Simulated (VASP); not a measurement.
# CuO (Tenorite) in VASP: settings compared

CuO (Tenorite) is run at these levels: PBEsol+D3(BJ), PBEsol+D4, PBEsol; tasks: single point.

All numbers are computed with VASP 6.6.1; they aren't measurements. Logs are shortened: lines on timing, memory, paths and dates and some standing lists are left out, and cuts for length are marked.

### Step 1. The cell of the first run

The typed cell holds 4 atoms: a = 2.864 Å, b = 2.864 Å, c = 5.085 Å, α = 90.00°, β = 90.00°, γ = 89.62°.

### Step 2. Single point, PBEsol+D3(BJ)

The input, INCAR:

```
SYSTEM = CuO
PREC = Accurate ; ENCUT = 520
EDIFF = 1E-7 ; ISMEAR = -1
SIGMA = 0.05 ; LREAL = .False.
LASPH = .True. ; NELM = 60
ALGO = Normal ; ISIF = 2
LWAVE = .False. ; LCHARG = .False.
GGA = PS ; IVDW = 12
NBANDS = 25
```

The input, KPOINTS:

```
Automatic mesh
0
Gamma
  10 10 5
  0 0 0
```

The input, POSCAR:

```
CuO
1.0
    2.0258930551     -2.0185469410      0.1576774117
    2.0258930551      2.0185469410      0.1576774117
   -0.3947959544      0.0000000000      5.0700278665
Cu O
2 2
Direct
    0.5000000000      0.0000000000      0.5000000000
    0.0000000000      0.5000000000      0.0000000000
    0.5000691595      0.4999308405      0.7500000000
    0.4999308405      0.5000691595      0.2500000000
```

Potentials or basis: VASP PAW PBE potentials, release 64 (Cu, O).

Run with:

```bash
cat potpaw_PBE.64/Cu/POTCAR potpaw_PBE.64/O/POTCAR > POTCAR
mpirun -np 1 vasp_std > vasp.out
```

OUTCAR:

```text
SYSTEM = CuO
   PREC = Accurate
   ENCUT = 520
   EDIFF = 1E-7
   ISMEAR = -1
   LREAL = .False.
   LASPH = .True.
   NELM = 60
   ISIF = 2
   GGA = PS
   IVDW = 12
 IVDW          = 12

 ion  position               nearest neighbor table
   1  0.500  0.000  0.500-   3 1.91   4 1.91   4 1.92   3 1.92
   2  0.000  0.500  0.000-   3 1.91   4 1.91   3 1.92   4 1.92
   3  0.500  0.500  0.750-   1 1.91   2 1.91   1 1.92   2 1.92
   4  0.500  0.500  0.250-   1 1.91   2 1.91   2 1.92   1 1.92

  LATTYP: Found a base centered monoclinic cell.
 ALAT       =     4.0640397817
 B/A-ratio  =     0.9933696762
 C/A-ratio  =     1.2513105217
 COS(beta)  =    -0.0000373066

  Lattice vectors:

 A1 = (   2.0258930551,  -2.0185469410,   0.1576774117)
 A2 = (   2.0258930551,   2.0185469410,   0.1576774117)
 A3 = (  -0.3947959544,   0.0000000000,   5.0700278665)

Analysis of symmetry for initial positions (statically):
=====================================================================
 Subroutine PRICEL returns:
 Original cell was already a primitive cell.

 Routine SETGRP: Setting up the symmetry group for a
 base centered monoclinic supercell.

 Subroutine GETGRP returns: Found  4 space group operations
 (whereof  2 operations were pure point group operations)
 out of a pool of  4 trial point group operations.

The static configuration has the point symmetry S_2 .
 The point group associated with its full space group is C_2h.

Analysis of symmetry for dynamics (positions and initial velocities):
=====================================================================
 Subroutine PRICEL returns:
 Original cell was already a primitive cell.

 Routine SETGRP: Setting up the symmetry group for a
 base centered monoclinic supercell.

 Subroutine GETGRP returns: Found  4 space group operations
 (whereof  2 operations were pure point group operations)
 out of a pool of  4 trial point group operations.

The dynamic configuration has the point symmetry S_2 .
 The point group associated with its full space group is C_2h.

 Subroutine INISYM returns: Found  4 space group operations
 (whereof  2 operations are pure point group operations),
 and found     1 'primitive' translations

----------------------------------------------------------------------------------------

                                     Primitive cell

  volume of cell :      41.7177

  direct lattice vectors                    reciprocal lattice vectors
     2.025893055 -2.018546941  0.157677412     0.245317963 -0.247702934  0.019102565
     2.025893055  2.018546941  0.157677412     0.245317963  0.247702934  0.019102565
    -0.394795954  0.000000000  5.070027867    -0.015258733  0.000000000  0.196049399

  length of vectors
     2.864199118  2.864199118  5.085375740     0.349145463  0.349145463  0.196642304

  position of ions in fractional coordinates (direct lattice)
     0.500000000  1.000000000  0.500000000
     1.000000000  0.500000000  0.000000000
     0.500069160  0.499930840  0.750000000
     0.499930840  0.500069160  0.250000000

  ion indices of the primitive-cell ions
   primitive index   ion index
                 1           1
                 2           2
                 3           3
                 4           4

----------------------------------------------------------------------------------------

 KPOINTS: Automatic mesh

Automatic generation of k-mesh.
 Grid dimensions read from file:
 generate k-points for:   10   10    5

 Generating k-lattice:

  Cartesian coordinates                     Fractional coordinates (reciprocal lattice)
     0.024531796 -0.024770293  0.001910257     0.100000000 -0.000000000  0.000000000
     0.024531796  0.024770293  0.001910257    -0.000000000  0.100000000  0.000000000
    -0.003051747  0.000000000  0.039209880    -0.000000000 -0.000000000  0.200000000

  Length of vectors
     0.034914546  0.034914546  0.039328461

  Shift w.r.t. Gamma in fractional coordinates (k-lattice)
     0.000000000  0.000000000  0.000000000

 Subroutine IBZKPT returns following result:
 ===========================================

 Found    141 irreducible k-points:

 Following reciprocal coordinates:
            Coordinates               Weight
  0.000000  0.000000  0.000000      1.000000
  0.100000 -0.000000 -0.000000      4.000000
  0.200000 -0.000000 -0.000000      4.000000
  0.300000 -0.000000 -0.000000      4.000000
  0.400000 -0.000000  0.000000      4.000000
  0.500000  0.000000  0.000000      2.000000
[... 16 lines left out ...]
  0.300000  0.300000  0.000000      2.000000
  0.400000  0.300000  0.000000      4.000000
 [... further k-points ...]
   k-points           NKPTS =    141   k-points in BZ     NKDIM =    141   number of bands    NBANDS=     25
   number of dos      NEDOS =    301   number of ions     NIONS =      4
   total plane-waves  NPLWV =  23040
   dimension x,y,z NGX =    24 NGY =   24 NGZ =   40
   dimension x,y,z NGXF=    48 NGYF=   48 NGZF=   80
   ions per type =               2   2
   NGX,Y,Z   is equivalent  to a cutoff of  13.93, 13.93, 13.08 a.u.
   NGXF,Y,Z  is equivalent  to a cutoff of  27.86, 27.86, 26.15 a.u.
 SYSTEM =  CuO
   PREC   = accura    normal or accurate (medium, high low for compatibility)
   ISTART =      0    job   : 0-new  1-cont  2-samecut
   ICHARG =      2    charge: 1-file 2-atom 10-const
   ISPIN  =      1    spin polarized calculation?
   LNONCOLLINEAR =      F non collinear calculations
   LSORBIT =      F    spin-orbit coupling
   LASPH  =      T    aspherical Exc in radial PAW
   ENCUT  =  520.0 eV  38.22 Ry    6.18 a.u.   5.33  5.33  9.46*2*pi/ulx,y,z
   NELM   =     60;   NELMIN=  2; NELMDL= -5     # of ELM steps
   EDIFF  = 0.1E-06   stopping-criterion for ELM
   LREAL  =      F    real-space projection
   EDIFFG = 0.1E-05   stopping-criterion for IOM
   NSW    =      0    number of steps for IOM
   IBRION =     -1    ionic relax: 0-MD 1-quasi-New 2-CG
   NFREE  =      0    steps in history (QN), initial steepest desc. (CG)
   ISIF   =      2    stress and relaxation
   ISYM   =      2    0-nonsym 1-usesym 2-fastsym
   POTIM  = 0.5000    time-step for ionic-motion
   TEBEG  =    0.0;   TEEND  =   0.0 temperature during run
   PSTRESS=    0.0 pullay stress
   NELECT =      34.0000    total number of electrons
   NUPDOWN=      -1.0000    fix difference up-down
   EMIN   =  10.00;   EMAX   =-10.00  energy-range for DOS
   EFERMI =   0.00;   METHOD = LEGACY
   ISMEAR =    -1;   SIGMA  =   0.05  broadening in eV -4-tet -1-fermi 0-gaus
   EFERMI_NEDOS =   21; number of points for ismear=-14 and -15
   IALGO  =     38    algorithm
   IMIX   =      4    mixing-type and parameters
     AMIX     =   0.40;   BMIX     =  1.00
     AMIX_MAG =   1.60;   BMIX_MAG =  1.00
  volume/ion in A,a.u.               =      10.43        70.38
  Fermi-wavevector in a.u.,A,eV,Ry     =   1.529189  2.889748 31.816125  2.338419
  Thomas-Fermi vector in A             =   2.636844
   LORBIT       =      0    0 simple, 1 ext, 2 COOP (PROOUT), +10 PAW based schemes
   GGA     = PS    functional components
   LHFCALC =     F    Hartree Fock is set to
   AEXX    =    0.0000 exact exchange contribution
   IVDW    =    12    specifies the selected vdW correction
   LEPSILON=     F    determine dielectric tensor
   LRPA    =     F    only Hartree local field effects (RPA)
 non-spin polarized calculation
  energy-cutoff  :      520.00
  volume of cell :       41.72
 maximum number of plane-waves:      1140
 NGX is ok and might be reduce to    24
   NGX = 11   NGY = 11   NGZ = 19

 number of electron      33.9999965 magnetization

 Free energy of the ion-electron system (eV)
  ---------------------------------------------------
  ext. energy  EPLUGINS =         0.00000000
  ---------------------------------------------------
  free energy    TOTEN  =       -21.46861303 eV

  energy without entropy =      -21.44796090  energy(sigma->0) =      -21.45828696

 E-fermi :   5.4853     XC(G=0): -11.9350

 val. band max:        5.4676396252   @ k =  -0.1000   0.5000   0.2000
 cond. band min:       5.4928467760   @ k =  -0.3000   0.5000   0.4000
 fundamental gap:      0.0252071507
 Fermi energy:         5.4853343456

 k-point     1 :       0.0000    0.0000    0.0000
  band No.  band energies     occupation
      1     -14.7613      2.00000
      2     -13.2992      2.00000
      3      -3.2636      2.00000
      4      -0.3498      2.00000
      5      -0.3356      2.00000
      6       1.4127      2.00000
[... 17 lines left out ...]
     24      20.3371      0.00000
     25      20.5061      0.00000

 k-point     2 :       0.1000   -0.0000   -0.0000
  band No.  band energies     occupation
      1     -14.7002      2.00000
      2     -13.2806      2.00000
      3      -3.1639      2.00000
      4      -0.4068      2.00000
      5      -0.3133      2.00000
      6       0.8598      2.00000
[... 17 lines left out ...]
     24      20.5597      0.00000
     25      20.6145      0.00000

 k-point     3 :       0.2000   -0.0000   -0.0000
  band No.  band energies     occupation
      1     -14.5344      2.00000
      2     -13.2314      2.00000
      3      -2.8917      2.00000
      4      -0.5358      2.00000
      5      -0.2364      2.00000
      6      -0.1844      2.00000
[... 17 lines left out ...]
     24      20.5794      0.00000
     25      20.9672      0.00000

 k-point     4 :       0.3000   -0.0000   -0.0000
  band No.  band energies     occupation
      1     -14.3173      2.00000
      2     -13.1696      2.00000
      3      -2.5300      2.00000
      4      -1.1924      2.00000
      5      -0.6238      2.00000
      6      -0.1375      2.00000
[... 17 lines left out ...]
     24      20.0101      0.00000
     25      20.9276      0.00000
[... 477 lines left out ...]
 k-point    22 :      -0.2000    0.2000    0.0000
  band No.  band energies     occupation
      1     -14.3133      2.00000
      2     -13.1697      2.00000
      3      -2.5131      2.00000
      4      -0.5000      2.00000
      5      -0.3183      2.00000
      6      -0.2525      2.00000
[... 17 lines left out ...]
     24      17.5712      0.00000
     25      21.1513      0.00000

 k-point    23 :       0.3000    0.3000    0.0000
  band No.  band energies     occupation
      1     -13.9031      2.00000
      2     -13.0659      2.00000
      3      -1.7585      2.00000
      4      -1.0428      2.00000
      5      -0.8121      2.00000
      6      -0.4831      2.00000
[... 17 lines left out ...]
     24      17.5485      0.00000
     25      20.4566      0.00000

 k-point    24 :       0.4000    0.3000    0.0000
  band No.  band energies     occupation
      1     -13.7288      2.00000
      2     -13.0253      2.00000
      3      -1.6044      2.00000
      4      -1.3955      2.00000
      5      -0.8372      2.00000
      6      -0.4092      2.00000
[... 17 lines left out ...]
     24      17.8341      0.00000
     25      19.3499      0.00000

 [... further k-points ...]

------------------------ aborting loop because EDIFF is reached ----------------------------------------

 Edisp (eV)   -0.91191

 E8    (eV) :    -0.5539

  FORCE on cell =-STRESS in cart. coord.  units (eV):
  Direction    XX          YY          ZZ          XY          YZ          ZX
  --------------------------------------------------------------------------------------
  -------------------------------------------------------------------------------------
  Total       0.16146     0.17273     0.29729     0.00000     0.00000    -0.00574
  in kB       6.20075     6.63380    11.41738     0.00000     0.00000    -0.22054
  external pressure =        8.08 kB  Pullay stress =        0.00 kB

 VOLUME and BASIS-vectors are now :
 -----------------------------------------------------------------------------
  energy-cutoff  :      520.00
  volume of cell :       41.72
      direct lattice vectors                 reciprocal lattice vectors
     2.025893055 -2.018546941  0.157677412     0.245317963 -0.247702934  0.019102565
     2.025893055  2.018546941  0.157677412     0.245317963  0.247702934  0.019102565
    -0.394795954  0.000000000  5.070027867    -0.015258733  0.000000000  0.196049399

 POSITION                                       TOTAL-FORCE (eV/Angst)
 -----------------------------------------------------------------------------------
      0.81555     -1.00927      2.61385        -0.000000      0.000000      0.000000
      1.01295      1.00927      0.07884        -0.000000      0.000000      0.000000
      1.72980     -0.00028      3.96020         0.000000      0.001995      0.000000
      1.92719      0.00028      1.42518         0.000000     -0.001995     -0.000000
 -----------------------------------------------------------------------------------
    total drift:                                0.000000     -0.000000     -0.000000

  FREE ENERGIE OF THE ION-ELECTRON SYSTEM (eV)
  ---------------------------------------------------
  free  energy   TOTEN  =       -22.3805216666 eV

  energy  without entropy=      -22.3598695431  energy(sigma->0) =      -22.37019560
```

It took 60 s on 1 thread of Intel Xeon 6975P-C (Granite Rapids), shared host; peak memory 0.26 GiB.

Results:

```
Free energy                : -22.3805 eV
Pressure                   : 0.8 GPa
Band gap on the k mesh     : zero (band 17 reaches 6.20 eV, above the bottom of band 18 at 5.22 eV)
Dispersion energy per atom : -0.228 eV
```

Caveat: the PAW data sets were made with another functional, which shifts forces and pressure a little; semilocal functionals often make such compounds metallic where correlation or magnetic order opens a gap, which also shifts bond lengths; pairwise dispersion overbinds metals, which lowers pressure and volume. With open d or f shells a metallic result of PBEsol can be an artefact of self-interaction; +U or a hybrid may open a gap.

### Step 3. Single point, PBEsol+D3(BJ)

This run uses another cell than the first one, of 10.47 Å³/atom, 1.004 times its volume.

The input, INCAR:

```
SYSTEM = CuO
PREC = Accurate
ENCUT = 520
EDIFF = 1E-6
ISMEAR = -1
SIGMA = 0.05
LREAL = .False.
LASPH = .True.
NELM = 100
ALGO = Normal
ISIF = 2
LWAVE = .False.
LCHARG = .False.
GGA = PS
IVDW = 12
NBANDS = 25
```

KPOINTS is that of step 2.

The input, POSCAR:

```
CuO
1.0
    2.0279578752     -2.0252019772      0.1572251668
    2.0279578752      2.0252019772      0.1572251668
   -0.3965221748      0.0000000000      5.0702324852
Cu O
2 2
Direct
    0.5000000000      0.0000000000      0.5000000000
    0.0000000000      0.5000000000      0.0000000000
    0.4998083763      0.5001916237      0.7500000000
    0.5001916237      0.4998083763      0.2500000000
```

Potentials or basis: VASP PAW PBE potentials, release 64 (Cu, O).

Run with:

```bash
cat potpaw_PBE.64/Cu/POTCAR potpaw_PBE.64/O/POTCAR > POTCAR
mpirun -np 1 vasp_std > vasp.out
```

Run time: 53 s. Hardware: 1 thread of Intel Xeon 6975P-C (Granite Rapids), shared host; peak memory 0.26 GiB.

The run converged. Its results:

| Property | Result |
| --- | --- |
| Free energy | -22.3812 eV |
| Pressure | 0.1 GPa |
| Band gap on the k mesh | zero (band 17 reaches 6.15 eV, above the bottom of band 18 at 5.16 eV) |
| Dispersion energy per atom | -0.227 eV |

Stress tensor (GPa, compression positive):
```
-0.06  0.00 -0.04
 0.00 -0.03  0.00
-0.04  0.00  0.45
```

Levels at points of the mesh, in eV from the Fermi level:
```
           k point  band 14  band 15  band 16  band 17  band 18  band 19  band 20  band 21
(0.00, 0.00, 0.00)    -2.52    -2.43    -2.05     0.72     0.73     1.53     6.07     7.50
(0.50, 0.00, 0.00)    -2.01    -1.66    -1.58     0.26     0.49     3.46     6.05     6.67
(0.50, 0.50, 0.00)    -2.47    -1.64    -1.23    -1.23     1.23     1.86     7.15    10.03
```

Caveat: three body term missing; the PAW data sets were made with another functional, which shifts forces and pressure a little; semilocal functionals often make such compounds metallic where correlation or magnetic order opens a gap, which also shifts bond lengths; pairwise dispersion overbinds metals, which lowers pressure and volume. With open d or f shells a metallic result of PBEsol can be an artefact of self-interaction; +U or a hybrid may open a gap.

### Step 4. Single point, PBEsol+D4

This run uses another cell than the first one, of 10.51 Å³/atom, 1.007 times its volume.

The input, INCAR:

```
PREC     = Accurate       # precision mode
ENCUT    = 520            # plane-wave cutoff, eV
EDIFF    = 1E-6           # SCF threshold, eV
ISMEAR   = -1             # smearing method
SIGMA    = 0.05           # smearing width, eV
LREAL    = False          # projectors in reciprocal space
LASPH    = True           # aspherical terms in the spheres
NELM     = 100            # most SCF steps
ALGO     = Normal         # electronic algorithm
ISIF     = 2              # what is computed and relaxed
LWAVE    = False          # write WAVECAR
LCHARG   = False          # write CHGCAR
GGA      = PS             # functional
IVDW     = 13             # dispersion correction
NBANDS   = 25             # bands
```

The input, KPOINTS:

```
Automatic mesh
0
Gamma
  10 10 5
```

The input, POSCAR:

```
CuO
1.0
    2.0306852154     -2.0290763356      0.1581986965
    2.0306852154      2.0290763356      0.1581986965
   -0.3954095194      0.0000000000      5.0688286490
Cu O
2 2
Direct
    0.5000000000      0.0000000000      0.5000000000
    0.0000000000      0.5000000000      0.0000000000
    0.4999737004      0.5000262996      0.7500000000
    0.5000262996      0.4999737004      0.2500000000
```

Run with:

```bash
cat potpaw_PBE.64/Cu/POTCAR potpaw_PBE.64/O/POTCAR > POTCAR
mpirun -np 1 vasp_std > vasp.out
```

It took 54 s on 1 thread of Intel Xeon 6975P-C (Granite Rapids), shared host; peak memory 0.24 GiB.

The run converged. Its results:

* Free energy: -22.1753 eV
* Pressure: 0.8 GPa
* Band gap on the k mesh: zero (band 17 reaches 6.11 eV, above the bottom of band 18 at 5.13 eV)
* Dispersion energy per atom: -0.175 eV

Stress tensor (GPa, compression positive):
```
 0.63  0.00 -0.04
 0.00  0.66  0.00
-0.04  0.00  1.13
```

Levels at points of the mesh, in eV from the Fermi level:
```tsv
k point	band 15	band 16	band 17	band 18	band 19	band 20
(0.00, 0.00, 0.00)	-2.42	-2.03	0.72	0.73	1.52	6.06
(0.50, 0.00, 0.00)	-1.65	-1.57	0.26	0.49	3.48	6.03
(0.50, 0.50, 0.00)	-1.64	-1.23	-1.23	1.22	1.86	7.15
```

Caveat: the PAW data sets were made with another functional, which shifts forces and pressure a little; semilocal functionals often make such compounds metallic where correlation or magnetic order opens a gap, which also shifts bond lengths; pairwise dispersion overbinds metals, which lowers pressure and volume. With open d or f shells a metallic result of PBEsol can be an artefact of self-interaction; +U or a hybrid may open a gap.

(Continued in part 2 of 2.)
